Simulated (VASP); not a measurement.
# Ni7Ge4 (P-6m2) in VASP: further runs

Ni7Ge4 is run at these levels: PBEsol; tasks: relaxation of cell and atoms, relaxation of shape and atoms at fixed volume.

Program: VASP 6.6.1. These are calculated values, not measurements. Logs are shortened: lines on timing, memory, paths and dates and some standing lists are left out, and cuts for length are marked.

## Step 1: The cell of the first run

Symmetry: P-6m2, No. 187, hexagonal system. The conventional cell has a = 3.936 Å, b = 3.936 Å, c = 9.922 Å, α = 90.00°, β = 90.00°, γ = 120.00°. Within 3.3 Å of Ni (site symmetry 3m) lie 8 Ni at 2.50 to 2.60 Å and 6 Ge at 2.60 to 2.61 Å. Within 3.2 Å of Ni (site symmetry 3m) lie 5 Ni at 2.41 to 2.58 Å and 6 Ge at 2.57 to 2.58 Å. Ni (site symmetry -6m2) has 5 Ge at 2.27 to 2.54 Å and 6 Ni at 2.60 Å within 3.0 Å. Ni (site symmetry 3m) has 5 Ge at 2.27 to 2.53 Å and 6 Ni at 2.58 to 2.60 Å within 3.0 Å. Within 3.0 Å of Ge (site symmetry 3m) lie 10 Ni at 2.27 to 2.61 Å. Within 3.4 Å of Ge (site symmetry -6m2) lie 8 Ni at 2.43 to 2.57 Å and 6 Ge at 3.32 Å. Ge (site symmetry -6m2) has 11 Ni at 2.27 to 2.60 Å within 3.0 Å.

## Step 2: Relaxation of cell and atoms, PBEsol

The input, INCAR:

```
SYSTEM = Ni7Ge4
PREC = Accurate
ENCUT = 600
EDIFF = 1E-7
ISMEAR = 0
SIGMA = 0.1
LREAL = .FALSE.
LASPH = .TRUE.
NELM = 80
ALGO = Fast
ISIF = 3
LWAVE = .FALSE.
LCHARG = .FALSE.
GGA = PS
IBRION = 2
NSW = 100
EDIFFG = -0.005
KPAR = 4
```

The input, KPOINTS:

```
Automatic mesh
0
G
  12 12 4
  0 0 0
```

The input, POSCAR:

```
Ni7Ge4
1.0
    3.9358401748      0.0000000000      0.0000000000
   -1.9679200874      3.4085375766      0.0000000000
    0.0000000000      0.0000000000      9.9215548300
Ni Ge
7 4
Direct
    0.0000000000      0.0000000000      0.3731342300
    0.0000000000      0.0000000000      0.8787566800
    0.0000000000      0.0000000000      0.1212433200
    0.0000000000      0.0000000000      0.6268657700
    0.6666666700      0.3333333300      0.5000000000
    0.3333333300      0.6666666700      0.2449346400
    0.3333333300      0.6666666700      0.7550653600
    0.6666666700      0.3333333300      0.2435841600
    0.6666666700      0.3333333300      0.7564158400
    0.3333333300      0.6666666700      0.0000000000
    0.3333333300      0.6666666700      0.5000000000
```

Potentials or basis: VASP PAW PBE potentials, release 64 (Ni, Ge_d).

Command:

```sh
cat potpaw_PBE.64/Ni/POTCAR potpaw_PBE.64/Ge_d/POTCAR > POTCAR
mpirun -np 4 vasp_std > vasp.out
```

OUTCAR:

```text
SYSTEM = Ni7Ge4
   PREC = Accurate
   ENCUT = 600
   EDIFF = 1E-7
   ISMEAR = 0
   LREAL = .FALSE.
   LASPH = .TRUE.
   NELM = 80
   ISIF = 3
   GGA = PS
   IBRION = 2
   NSW = 100
   EDIFFG = -0.005

 ion  position               nearest neighbor table
   1  0.000  0.000  0.373-   3 2.50   4 2.52   5 2.60  11 2.60  11 2.60   5 2.60   5 2.60  11 2.60
                             6 2.60   6 2.60   6 2.60   8 2.61   8 2.61   8 2.61
   2  0.000  0.000  0.879-   3 2.41   4 2.50  10 2.57  10 2.57  10 2.57   9 2.58   9 2.58   9 2.58
                             7 2.58   7 2.58   7 2.58
   3  0.000  0.000  0.121-   2 2.41   1 2.50  10 2.57  10 2.57  10 2.57   8 2.58   8 2.58   8 2.58
                             6 2.58   6 2.58   6 2.58
   4  0.000  0.000  0.627-   2 2.50   1 2.52   5 2.60  11 2.60  11 2.60   5 2.60   5 2.60  11 2.60
                             7 2.60   7 2.60   7 2.60   9 2.61   9 2.61   9 2.61
   5  0.667  0.333  0.500-  11 2.27  11 2.27  11 2.27   8 2.54   9 2.54   1 2.60   4 2.60   1 2.60
                             4 2.60   1 2.60   4 2.60
   6  0.333  0.667  0.245-   8 2.27   8 2.27   8 2.27  10 2.43  11 2.53   3 2.58   3 2.58   3 2.58
                             1 2.60   1 2.60   1 2.60
   7  0.333  0.667  0.755-   9 2.27   9 2.27   9 2.27  10 2.43  11 2.53   2 2.58   2 2.58   2 2.58
                             4 2.60   4 2.60   4 2.60
   8  0.667  0.333  0.244-   6 2.27   6 2.27   6 2.27   5 2.54   3 2.58   3 2.58   3 2.58   1 2.61
                             1 2.61   1 2.61
   9  0.667  0.333  0.756-   7 2.27   7 2.27   7 2.27   5 2.54   2 2.58   2 2.58   2 2.58   4 2.61
                             4 2.61   4 2.61
  10  0.333  0.667  0.000-   6 2.43   7 2.43   2 2.57   3 2.57   2 2.57   3 2.57   2 2.57   3 2.57

  11  0.333  0.667  0.500-   5 2.27   5 2.27   5 2.27   7 2.53   6 2.53   1 2.60   4 2.60   4 2.60
                             1 2.60   4 2.60   1 2.60

  LATTYP: Found a hexagonal cell.
 ALAT       =     3.9358401748
 C/A-ratio  =     2.5208225917

  Lattice vectors:

 A1 = (   3.9358401748,   0.0000000000,   0.0000000000)
 A2 = (  -1.9679200874,   3.4085375766,   0.0000000000)
 A3 = (   0.0000000000,   0.0000000000,   9.9215548300)

Analysis of symmetry for initial positions (statically):
=====================================================================
 Subroutine PRICEL returns:
 Original cell was already a primitive cell.

 Routine SETGRP: Setting up the symmetry group for a
 hexagonal supercell.

 Subroutine GETGRP returns: Found 12 space group operations
 (whereof 12 operations were pure point group operations)
 out of a pool of 24 trial point group operations.

The static configuration has the point symmetry D_3h.

Analysis of symmetry for dynamics (positions and initial velocities):
=====================================================================
 Subroutine PRICEL returns:
 Original cell was already a primitive cell.

 Routine SETGRP: Setting up the symmetry group for a
 hexagonal supercell.

 Subroutine GETGRP returns: Found 12 space group operations
 (whereof 12 operations were pure point group operations)
 out of a pool of 24 trial point group operations.

The dynamic configuration has the point symmetry D_3h.

 Subroutine INISYM returns: Found 12 space group operations
 (whereof 12 operations are pure point group operations),
 and found     1 'primitive' translations

----------------------------------------------------------------------------------------

                                     Primitive cell

  volume of cell :     133.1022

  direct lattice vectors                    reciprocal lattice vectors
     3.935840175  0.000000000  0.000000000     0.254075358  0.146690476  0.000000000
    -1.967920087  3.408537577  0.000000000     0.000000000  0.293380952  0.000000000
     0.000000000  0.000000000  9.921554830     0.000000000  0.000000000  0.100790654

  length of vectors
     3.935840175  3.935840175  9.921554830     0.293380952  0.293380952  0.100790654

  position of ions in fractional coordinates (direct lattice)
     0.000000000  0.000000000  0.373134230
     0.000000000  0.000000000  0.878756680
     0.000000000  0.000000000  0.121243320
     0.000000000  0.000000000  0.626865770
     0.666666670  0.333333330  0.500000000
     0.333333330  0.666666670  0.244934640
     0.333333330  0.666666670  0.755065360
     0.666666670  0.333333330  0.243584160
     0.666666670  0.333333330  0.756415840
[... 44 lines left out ...]
            Coordinates               Weight
  0.000000  0.000000  0.000000      1.000000
  0.083333  0.000000  0.000000      6.000000
  0.166667  0.000000  0.000000      6.000000
  0.250000  0.000000  0.000000      6.000000
  0.333333  0.000000  0.000000      6.000000
  0.416667 -0.000000  0.000000      6.000000
[... 16 lines left out ...]
  0.250000  0.000000  0.250000     12.000000
  0.333333  0.000000  0.250000     12.000000
 [... further k-points ...]
   k-points           NKPTS =     57   k-points in BZ     NKDIM =     57   number of bands    NBANDS=     75
   number of dos      NEDOS =    301   number of ions     NIONS =     11
   total plane-waves  NPLWV =  81920
   dimension x,y,z NGX =    32 NGY =   32 NGZ =   80
   dimension x,y,z NGXF=    64 NGYF=   64 NGZF=  160
   ions per type =               7   4
   NGX,Y,Z   is equivalent  to a cutoff of  13.52, 13.52, 13.40 a.u.
   NGXF,Y,Z  is equivalent  to a cutoff of  27.03, 27.03, 26.81 a.u.
 SYSTEM =  Ni7Ge4
   PREC   = accura    normal or accurate (medium, high low for compatibility)
   ISTART =      0    job   : 0-new  1-cont  2-samecut
   ICHARG =      2    charge: 1-file 2-atom 10-const
   ISPIN  =      1    spin polarized calculation?
   LNONCOLLINEAR =      F non collinear calculations
   LSORBIT =      F    spin-orbit coupling
   LASPH  =      T    aspherical Exc in radial PAW
   ENCUT  =  600.0 eV  44.10 Ry    6.64 a.u.   7.86  7.86 19.82*2*pi/ulx,y,z
   NELM   =     80;   NELMIN=  2; NELMDL= -5     # of ELM steps
   EDIFF  = 0.1E-06   stopping-criterion for ELM
   LREAL  =      F    real-space projection
   EDIFFG = -.5E-02   stopping-criterion for IOM
   NSW    =    100    number of steps for IOM
   IBRION =      2    ionic relax: 0-MD 1-quasi-New 2-CG
   NFREE  =      1    steps in history (QN), initial steepest desc. (CG)
   ISIF   =      3    stress and relaxation
   ISYM   =      2    0-nonsym 1-usesym 2-fastsym
   POTIM  = 0.5000    time-step for ionic-motion
   TEBEG  =    0.0;   TEEND  =   0.0 temperature during run
   PSTRESS=    0.0 pullay stress
   NELECT =     126.0000    total number of electrons
   NUPDOWN=      -1.0000    fix difference up-down
   EMIN   =  10.00;   EMAX   =-10.00  energy-range for DOS
   EFERMI =   0.00;   METHOD = LEGACY
   ISMEAR =     0;   SIGMA  =   0.10  broadening in eV -4-tet -1-fermi 0-gaus
   EFERMI_NEDOS =   21; number of points for ismear=-14 and -15
   IALGO  =     68    algorithm
   IMIX   =      4    mixing-type and parameters
     AMIX     =   0.40;   BMIX     =  1.00
     AMIX_MAG =   1.60;   BMIX_MAG =  1.00
  volume/ion in A,a.u.               =      12.10        81.66
  Fermi-wavevector in a.u.,A,eV,Ry     =   1.607447  3.037634 35.155889  2.583885
  Thomas-Fermi vector in A             =   2.703474
   LORBIT       =      0    0 simple, 1 ext, 2 COOP (PROOUT), +10 PAW based schemes
   GGA     = PS    functional components
   LHFCALC =     F    Hartree Fock is set to
   AEXX    =    0.0000 exact exchange contribution
   IVDW    =     0    specifies the selected vdW correction
   LEPSILON=     F    determine dielectric tensor
   LRPA    =     F    only Hartree local field effects (RPA)
 conjugate gradient relaxation of ions
 non-spin polarized calculation
 RMM-DIIS sequential band-by-band and
 Gauss-broadening in eV      SIGMA  =   0.10
  energy-cutoff  :      600.00
  volume of cell :      133.10
 maximum number of plane-waves:      4468
 NGX is ok and might be reduce to    32
   NGX = 15   NGY = 15   NGZ = 39

--------------------------------------- Ionic step        1  -------------------------------------------

 number of electron     126.0000017 magnetization

 Free energy of the ion-electron system (eV)
  ---------------------------------------------------
  ext. energy  EPLUGINS =         0.00000000
  ---------------------------------------------------
  free energy    TOTEN  =       -66.33878452 eV

  energy without entropy =      -66.30317029  energy(sigma->0) =      -66.32097741

------------------------ aborting loop because EDIFF is reached ----------------------------------------

  FORCE on cell =-STRESS in cart. coord.  units (eV):
  Direction    XX          YY          ZZ          XY          YZ          ZX
  --------------------------------------------------------------------------------------
  -------------------------------------------------------------------------------------
  Total       -0.7829969     -0.7829969     -1.1069872      0.0000000      0.0000000      0.0000000
  in kB       -9.4250860     -9.4250860    -13.3250215      0.0000000      0.0000000      0.0000000
  external PRESSURE =     -10.7250645 kB  Pullay stress =       0.0000000 kB
[... 116 lines left out ...]
  FREE ENERGIE OF THE ION-ELECTRON SYSTEM (eV)
  ---------------------------------------------------
  free  energy   TOTEN  =       -66.3416374317 eV

  energy  without entropy=      -66.3064416978  energy(sigma->0) =      -66.32403956

[... ionic steps 4 to 10 ...]

--------------------------------------- Ionic step       11  -------------------------------------------

 number of electron     126.0000025 magnetization

------------------------ aborting loop because EDIFF is reached ----------------------------------------
[... 85 lines left out ...]
--------------------------------------- Ionic step       13  -------------------------------------------

 number of electron     126.0000026 magnetization

 Free energy of the ion-electron system (eV)
  ---------------------------------------------------
  ext. energy  EPLUGINS =         0.00000000
  ---------------------------------------------------
  free energy    TOTEN  =       -66.34306451 eV

  energy without entropy =      -66.30822748  energy(sigma->0) =      -66.32564600

 E-fermi :   9.6682     XC(G=0): -13.1793

 val. band max:        9.6646278059   @ k =   0.2500   0.0000   0.0000
 cond. band min:       9.6803277414   @ k =   0.2500   0.2500   0.0000
 fundamental gap:      0.0156999354
 Fermi energy:         9.6681633223

 k-point     1 :       0.0000    0.0000    0.0000
  band No.  band energies     occupation
      1     -15.1083      2.00000
      2     -15.1002      2.00000
      3     -15.0995      2.00000
      4     -15.0751      2.00000
      5     -15.0751      2.00000
      6     -15.0641      2.00000
[... 1861 lines left out ...]
     74      14.9145      0.00000
     75      15.9845      0.00000

 [... further k-points ...]

------------------------ aborting loop because EDIFF is reached ----------------------------------------

  FORCE on cell =-STRESS in cart. coord.  units (eV):
  Direction    XX          YY          ZZ          XY          YZ          ZX
  --------------------------------------------------------------------------------------
  -------------------------------------------------------------------------------------
  Total       -0.0171792     -0.0171792     -0.0155621      0.0000000     -0.0000000      0.0000000
  in kB       -0.2081207     -0.2081207     -0.1885305      0.0000000     -0.0000000      0.0000000
  external PRESSURE =      -0.2015906 kB  Pullay stress =       0.0000000 kB
[... 26 lines left out ...]
  FREE ENERGIE OF THE ION-ELECTRON SYSTEM (eV)
  ---------------------------------------------------
  free  energy   TOTEN  =       -66.3430645086 eV

  energy  without entropy=      -66.3082274833  energy(sigma->0) =      -66.32564600

 reached required accuracy - stopping structural energy minimisation
```

Run time: 57 min. Hardware: 4 MPI ranks of Oxide Virtual Turin-like, shared host; peak memory 0.63 GiB.

Results:

```
Free energy                           : -66.3431 eV
Relaxed volume                        : 12.02 Å³/atom
Relaxed cell                          : a = 3.932 Å, b = 3.932 Å, c = 9.879 Å, α = 90.00°, β = 90.00°, γ = 120.00°
Space group after relaxing (to 0.1 Å) : P-6m2 (No. 187)
Energy gained by relaxing             : 0.4 meV/atom
Ionic steps                           : 13
Pressure after relaxing               : 0.0 GPa
Largest force after relaxing          : 0.005 eV/Å
Band gap on the k mesh                : zero (bands 63 and 64 overlap by 3.05 eV)
```

Forces on the atoms (eV/Å):
```
Ni   0.000  0.000  0.001
Ni   0.000  0.000 -0.003
Ni   0.000  0.000  0.003
Ni   0.000  0.000 -0.001
Ni   0.000  0.000  0.000
Ni   0.000  0.000  0.001
Ni   0.000  0.000 -0.001
Ge   0.000  0.000  0.005
Ge   0.000  0.000 -0.005
Ge   0.000  0.000  0.000
Ge   0.000  0.000  0.000
```

The path:
| step | energy change (eV) | largest force (eV/Å) | pressure (GPa) | volume (Å³) |
| --- | --- | --- | --- | --- |
| 1 | 0.0000 | 0.0499 | -1.07 | 133.10 |
| 2 | -0.0004 | 0.0711 | 1.13 | 131.55 |
| 3 | -0.0029 | 0.0620 | 0.10 | 132.30 |
| 4 | -0.0029 | 0.0610 | 0.03 | 132.32 |
| 5 | -0.0034 | 0.0532 | 0.01 | 132.31 |
| 6 | -0.0037 | 0.0389 | -0.06 | 132.30 |
| 7 | -0.0040 | 0.0233 | 0.04 | 132.22 |
| 8 | -0.0041 | 0.0203 | 0.17 | 132.12 |
| 9 | -0.0042 | 0.0156 | -0.14 | 132.33 |
| 10 | -0.0042 | 0.0170 | -0.03 | 132.25 |
| 11 | -0.0043 | 0.0072 | 0.00 | 132.22 |
| 12 | -0.0043 | 0.0062 | 0.03 | 132.21 |
| 13 | -0.0043 | 0.0047 | -0.02 | 132.25 |

Final structure:
```
Ni Ge
1.0
     3.93170    0.00000    0.00000
    -1.96585    3.40495    0.00000
     0.00000    0.00000    9.87885
Ni Ge
7 4
Direct
  0.00000 0.00000 0.37344
  0.00000 0.00000 0.87857
  0.00000 0.00000 0.12143
  0.00000 0.00000 0.62656
  0.66667 0.33333 0.50000
  0.33333 0.66667 0.24548
  0.33333 0.66667 0.75452
  0.66667 0.33333 0.24152
  0.66667 0.33333 0.75848
  0.33333 0.66667 0.00000
  0.33333 0.66667 0.50000
```

Caveat: the PAW data sets were made with another functional, which shifts forces and pressure a little.

(Part 1 of 2 ends here.)

The gap in the log of VASP goes by the Fermi energy; the results here count the filled bands.